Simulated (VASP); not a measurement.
# Mo3Se4 (R-3) in VASP: notebook

Aim: see how the results for Mo3Se4 move with the level of theory and the settings. Levels: LDA, PBEsol, r2SCAN. Tasks: single point.

Everything below comes from runs of VASP 6.6.1. Logs are shortened: lines on timing, memory, paths and dates and some standing lists are left out, and cuts for length are marked.

## Step 1: The cell of the first run

Symmetry: R-3, No. 148, trigonal system. Conventional cell: a = 9.402 Å, b = 9.402 Å, c = 11.055 Å, α = 90.00°, β = 90.00°, γ = 120.00°. Mo (site symmetry 1) has 5 Se at 2.51 to 2.56 Å and 5 Mo at 2.67 to 3.19 Å within 3.3 Å. Within 3.8 Å of Se (site symmetry 1) lie 4 Mo at 2.51 to 2.56 Å and 9 Se at 3.31 to 3.74 Å. Se (site symmetry 3) has 3 Mo at 2.52 Å and 3 Se at 3.31 Å within 3.4 Å.

## Step 2: Single point, LDA

Contents of INCAR:

```
SYSTEM = Mo3Se4
  PREC = Accurate
  ENCUT = 520
  EDIFF = 1E-6
  ISMEAR = -1
  SIGMA = 0.1
  LREAL = .False.
  LASPH = .True.
  NELM = 80
  ALGO = Normal
  ISIF = 2
  LWAVE = .False.
  LCHARG = .True.
  GGA = CA
  LELF = .True.
  LVHAR = .True.
  NBANDS = 79
```

Contents of KPOINTS:

```
regular mesh
0
Gamma
  4 4 4
  0 0 0
```

Contents of POSCAR:

```
Mo3Se4
1.0
    4.7007863085      2.7140002406      3.6849911679
   -4.7007863085      2.7140002406      3.6849911679
    0.0000000000     -5.4280004813      3.6849911679
Mo Se
6 8
Direct
    0.2210023752      0.4136074847      0.5465662921
    0.5465662921      0.2210023752      0.4136074847
    0.4136074847      0.5465662921      0.2210023752
    0.7789976248      0.5863925153      0.4534337079
    0.4534337079      0.7789976248      0.5863925153
    0.5863925153      0.4534337079      0.7789976248
    0.3790203089      0.1271804632      0.7479410357
    0.7479410357      0.3790203089      0.1271804632
    0.1271804632      0.7479410357      0.3790203089
    0.6209796911      0.8728195368      0.2520589643
    0.2520589643      0.6209796911      0.8728195368
    0.8728195368      0.2520589643      0.6209796911
    0.2131862221      0.2131862221      0.2131862221
    0.7868137779      0.7868137779      0.7868137779
```

Potentials or basis: VASP PAW LDA potentials, release 64 (Mo_sv, Se).

On the command line:

```bash
cat potpaw_LDA.64/Mo_sv/POTCAR potpaw_LDA.64/Se/POTCAR > POTCAR
mpirun -np 1 vasp_std > vasp.out
```

OUTCAR:

```text
SYSTEM = Mo3Se4
   PREC = Accurate
   ENCUT = 520
   EDIFF = 1E-6
   ISMEAR = -1
   LREAL = .False.
   LASPH = .True.
   NELM = 80
   ISIF = 2
   GGA = CA

 ion  position               nearest neighbor table
   1  0.221  0.414  0.547-  11 2.51  13 2.52   7 2.55  12 2.56   9 2.56   2 2.67   3 2.67   5 2.81
                             6 2.81   4 3.19
   2  0.547  0.221  0.414-  12 2.51  13 2.52   8 2.55  10 2.56   7 2.56   1 2.67   3 2.67   4 2.81
                             6 2.81   5 3.19
   3  0.414  0.547  0.221-  10 2.51  13 2.52   9 2.55  11 2.56   8 2.56   2 2.67   1 2.67   4 2.81
                             5 2.81   6 3.19
   4  0.779  0.586  0.453-   8 2.51  14 2.52  10 2.55   9 2.56  12 2.56   5 2.67   6 2.67   2 2.81
                             3 2.81   1 3.19
   5  0.453  0.779  0.586-   9 2.51  14 2.52  11 2.55   7 2.56  10 2.56   4 2.67   6 2.67   1 2.81
                             3 2.81   2 3.19
   6  0.586  0.453  0.779-   7 2.51  14 2.52  12 2.55   8 2.56  11 2.56   5 2.67   4 2.67   1 2.81
                             2 2.81   3 3.19
   7  0.379  0.127  0.748-   6 2.51   1 2.55   5 2.56   2 2.56
   8  0.748  0.379  0.127-   4 2.51   2 2.55   6 2.56   3 2.56
   9  0.127  0.748  0.379-   5 2.51   3 2.55   4 2.56   1 2.56
  10  0.621  0.873  0.252-   3 2.51   4 2.55   2 2.56   5 2.56
  11  0.252  0.621  0.873-   1 2.51   5 2.55   3 2.56   6 2.56
  12  0.873  0.252  0.621-   2 2.51   6 2.55   1 2.56   4 2.56
  13  0.213  0.213  0.213-   3 2.52   2 2.52   1 2.52
  14  0.787  0.787  0.787-   6 2.52   5 2.52   4 2.52

  LATTYP: Found a trigonal (rhomboedric) cell.
 ALAT       =     6.5606668207
 COS(alpha) =    -0.0267744379

  Lattice vectors:

 A1 = (   4.7007863085,   2.7140002406,   3.6849911679)
 A2 = (  -4.7007863085,   2.7140002406,   3.6849911679)
 A3 = (   0.0000000000,  -5.4280004813,   3.6849911679)

Analysis of symmetry for initial positions (statically):
=====================================================================
 Subroutine PRICEL returns:
 Original cell was already a primitive cell.

 Routine SETGRP: Setting up the symmetry group for a
 trigonal (rhombohedral) supercell.

 Subroutine GETGRP returns: Found  6 space group operations
 (whereof  6 operations were pure point group operations)
 out of a pool of 12 trial point group operations.

The static configuration has the point symmetry S_6 .

Analysis of symmetry for dynamics (positions and initial velocities):
=====================================================================
 Subroutine PRICEL returns:
 Original cell was already a primitive cell.

 Routine SETGRP: Setting up the symmetry group for a
 trigonal (rhombohedral) supercell.

 Subroutine GETGRP returns: Found  6 space group operations
 (whereof  6 operations were pure point group operations)
 out of a pool of 12 trial point group operations.

The dynamic configuration has the point symmetry S_6 .

 Subroutine INISYM returns: Found  6 space group operations
 (whereof  6 operations are pure point group operations),
 and found     1 'primitive' translations

----------------------------------------------------------------------------------------

                                     Primitive cell

  volume of cell :     282.0773

  direct lattice vectors                    reciprocal lattice vectors
     4.700786308  2.714000241  3.684991168     0.106365184  0.061409968  0.090457024
    -4.700786308  2.714000241  3.684991168    -0.106365184  0.061409968  0.090457024
     0.000000000 -5.428000481  3.684991168     0.000000000 -0.122819935  0.090457024

  length of vectors
     6.560666821  6.560666821  6.560666821     0.152535929  0.152535929  0.152535929

  position of ions in fractional coordinates (direct lattice)
     0.221002375  0.413607485  0.546566292
     0.546566292  0.221002375  0.413607485
     0.413607485  0.546566292  0.221002375
     0.778997625  0.586392515  0.453433708
     0.453433708  0.778997625  0.586392515
     0.586392515  0.453433708  0.778997625
     0.379020309  0.127180463  0.747941036
     0.747941036  0.379020309  0.127180463
     0.127180463  0.747941036  0.379020309
     0.620979691  0.872819537  0.252058964
     0.252058964  0.620979691  0.872819537
     0.872819537  0.252058964  0.620979691
[... 35 lines left out ...]
  Length of vectors
     0.038133982  0.038133982  0.038133982

  Shift w.r.t. Gamma in fractional coordinates (k-lattice)
     0.000000000  0.000000000  0.000000000

 Subroutine IBZKPT returns following result:
 ===========================================

 Found     14 irreducible k-points:

 Following reciprocal coordinates:
            Coordinates               Weight
  0.000000  0.000000  0.000000      1.000000
  0.250000 -0.000000  0.000000      6.000000
  0.500000 -0.000000  0.000000      3.000000
  0.250000  0.250000  0.000000      6.000000
  0.500000  0.250000  0.000000      6.000000
  0.500000  0.000000 -0.250000      6.000000
 -0.250000  0.250000  0.000000      6.000000
  0.500000  0.500000  0.000000      3.000000
  0.250000  0.250000  0.250000      2.000000
  0.500000  0.250000  0.250000      6.000000
 -0.250000  0.250000  0.250000      6.000000
  0.500000  0.500000  0.250000      6.000000
 -0.250000  0.500000  0.250000      6.000000
  0.500000  0.500000  0.500000      1.000000
   k-points           NKPTS =     14   k-points in BZ     NKDIM =     14   number of bands    NBANDS=     79
   number of dos      NEDOS =    301   number of ions     NIONS =     14
   total plane-waves  NPLWV = 125000
   dimension x,y,z NGX =    50 NGY =   50 NGZ =   50
   dimension x,y,z NGXF=   100 NGYF=  100 NGZF=  100
   ions per type =               6   8
   NGX,Y,Z   is equivalent  to a cutoff of  12.67, 12.67, 12.67 a.u.
   NGXF,Y,Z  is equivalent  to a cutoff of  25.34, 25.34, 25.34 a.u.
 SYSTEM =  Mo3Se4
   PREC   = accura    normal or accurate (medium, high low for compatibility)
   ISTART =      0    job   : 0-new  1-cont  2-samecut
   ICHARG =      2    charge: 1-file 2-atom 10-const
   ISPIN  =      1    spin polarized calculation?
   LNONCOLLINEAR =      F non collinear calculations
   LSORBIT =      F    spin-orbit coupling
   LASPH  =      T    aspherical Exc in radial PAW
   ENCUT  =  520.0 eV  38.22 Ry    6.18 a.u.  12.20 12.20 12.20*2*pi/ulx,y,z
   NELM   =     80;   NELMIN=  2; NELMDL= -5     # of ELM steps
   EDIFF  = 0.1E-05   stopping-criterion for ELM
   LREAL  =      F    real-space projection
   EDIFFG = 0.1E-04   stopping-criterion for IOM
   NSW    =      0    number of steps for IOM
   IBRION =     -1    ionic relax: 0-MD 1-quasi-New 2-CG
   NFREE  =      0    steps in history (QN), initial steepest desc. (CG)
   ISIF   =      2    stress and relaxation
   ISYM   =      2    0-nonsym 1-usesym 2-fastsym
   POTIM  = 0.5000    time-step for ionic-motion
   TEBEG  =    0.0;   TEEND  =   0.0 temperature during run
   PSTRESS=    0.0 pullay stress
   NELECT =     132.0000    total number of electrons
   NUPDOWN=      -1.0000    fix difference up-down
   EMIN   =  10.00;   EMAX   =-10.00  energy-range for DOS
   EFERMI =   0.00;   METHOD = LEGACY
   ISMEAR =    -1;   SIGMA  =   0.10  broadening in eV -4-tet -1-fermi 0-gaus
   EFERMI_NEDOS =   21; number of points for ismear=-14 and -15
   IALGO  =     38    algorithm
   IMIX   =      4    mixing-type and parameters
     AMIX     =   0.40;   BMIX     =  1.00
     AMIX_MAG =   1.60;   BMIX_MAG =  1.00
  volume/ion in A,a.u.               =      20.15       135.97
  Fermi-wavevector in a.u.,A,eV,Ry     =   1.270994  2.401830 21.979196  1.615425
  Thomas-Fermi vector in A             =   2.403951
   LORBIT       =      0    0 simple, 1 ext, 2 COOP (PROOUT), +10 PAW based schemes
   GGA     = CA    functional components
   LHFCALC =     F    Hartree Fock is set to
   AEXX    =    0.0000 exact exchange contribution
   IVDW    =     0    specifies the selected vdW correction
   LEPSILON=     F    determine dielectric tensor
   LRPA    =     F    only Hartree local field effects (RPA)
 non-spin polarized calculation
  energy-cutoff  :      520.00
  volume of cell :      282.08
 maximum number of plane-waves:      7631
 NGX is ok and might be reduce to    50
   NGX = 25   NGY = 25   NGZ = 25

 number of electron     132.0000004 magnetization

 Free energy of the ion-electron system (eV)
  ---------------------------------------------------
  ext. energy  EPLUGINS =         0.00000000
  ---------------------------------------------------
  free energy    TOTEN  =      -114.04499571 eV

  energy without entropy =     -113.73481451  energy(sigma->0) =     -113.88990511

 E-fermi :   6.5375     XC(G=0): -10.9737

 val. band max:        6.5033316908   @ k =   0.5000   0.5000   0.0000
 cond. band min:       6.5430225721   @ k =   0.5000   0.2500   0.2500
 fundamental gap:      0.0396908813
 Fermi energy:         6.5375457100

 k-point     1 :       0.0000    0.0000    0.0000
  band No.  band energies     occupation
      1     -53.9355      2.00000
      2     -53.8385      2.00000
      3     -53.7886      2.00000
      4     -53.7886      2.00000
      5     -53.7542      2.00000
      6     -53.7542      2.00000
[... 1123 lines left out ...]
     77       9.0908      0.00000
     78       9.2283      0.00000
 [bands above 78 left out]

------------------------ aborting loop because EDIFF is reached ----------------------------------------

  FORCE on cell =-STRESS in cart. coord.  units (eV):
  Direction    XX          YY          ZZ          XY          YZ          ZX
  --------------------------------------------------------------------------------------
  -------------------------------------------------------------------------------------
  Total        1.0672137      1.0672137      1.0752935     -0.0000001     -0.0000000      0.0000000
  in kB        6.0616920      6.0616920      6.1075850     -0.0000003     -0.0000000      0.0000000
  external PRESSURE =       6.0769897 kB  Pullay stress =       0.0000000 kB

 VOLUME and BASIS-vectors are now :
 -----------------------------------------------------------------------------
  energy-cutoff  :      520.00
  volume of cell :      282.08
      direct lattice vectors                 reciprocal lattice vectors
     4.700786308  2.714000241  3.684991168     0.106365184  0.061409968  0.090457024
    -4.700786308  2.714000241  3.684991168    -0.106365184  0.061409968  0.090457024
     0.000000000 -5.428000481  3.684991168     0.000000000 -0.122819935  0.090457024

 POSITION                                       TOTAL-FORCE (eV/Angst)
 -----------------------------------------------------------------------------------
     -0.90540     -1.24443      4.35262        -0.028238     -0.043277     -0.019546
      1.53041     -0.16188      4.35262         0.051598     -0.002816     -0.019546
     -0.62501      1.40631      4.35262        -0.023360      0.046093     -0.019546
      0.90540      1.24443      6.70235         0.028238      0.043277      0.019546
     -1.53041      0.16188      6.70235        -0.051598      0.002816      0.019546
      0.62501     -1.40631      6.70235         0.023360     -0.046093      0.019546
      1.18385     -2.68600      4.62150         0.007208     -0.057010     -0.005222
      1.73422      2.36824      4.62150         0.045768      0.034747     -0.005222
     -2.91806      0.31776      4.62150        -0.052976      0.022263     -0.005222
     -1.18385      2.68600      6.43347        -0.007208      0.057010      0.005222
     -1.73422     -2.36824      6.43347        -0.045768     -0.034747      0.005222
      2.91806     -0.31776      6.43347         0.052976     -0.022263      0.005222
      0.00000     -0.00000      2.35677        -0.000000      0.000000     -0.081319
      0.00000     -0.00000      8.69821        -0.000000     -0.000000      0.081319
 -----------------------------------------------------------------------------------
    total drift:                               -0.000000      0.000000     -0.000000

  FREE ENERGIE OF THE ION-ELECTRON SYSTEM (eV)
  ---------------------------------------------------
  free  energy   TOTEN  =      -114.0449957126 eV

  energy  without entropy=     -113.7348145109  energy(sigma->0) =     -113.88990511
```

Wall time 6.2 min (1 thread of Intel Xeon Platinum 8259CL at 2.50GHz (Skylake/Cascade Lake), shared host); peak memory 0.41 GiB.

What came out:

```yaml
Free_energy: -114.0450 eV
Pressure: 0.6 GPa
Largest_force: 0.081 eV/Å
Band_gap_on_the_k_mesh: zero (bands 66 and 67 overlap by 0.10 eV)
```

Forces on the atoms (eV/Å):
```
Mo  -0.028 -0.043 -0.020
Mo   0.052 -0.003 -0.020
Mo  -0.023  0.046 -0.020
Mo   0.028  0.043  0.020
Mo  -0.052  0.003  0.020
Mo   0.023 -0.046  0.020
Se   0.007 -0.057 -0.005
Se   0.046  0.035 -0.005
Se  -0.053  0.022 -0.005
Se  -0.007  0.057  0.005
Se  -0.046 -0.035  0.005
Se   0.053 -0.022  0.005
Se   0.000  0.000 -0.081
Se   0.000  0.000  0.081
```

(Continued in part 2 of 2.)

The gap in the log of VASP goes by the Fermi energy; the results here count the filled bands.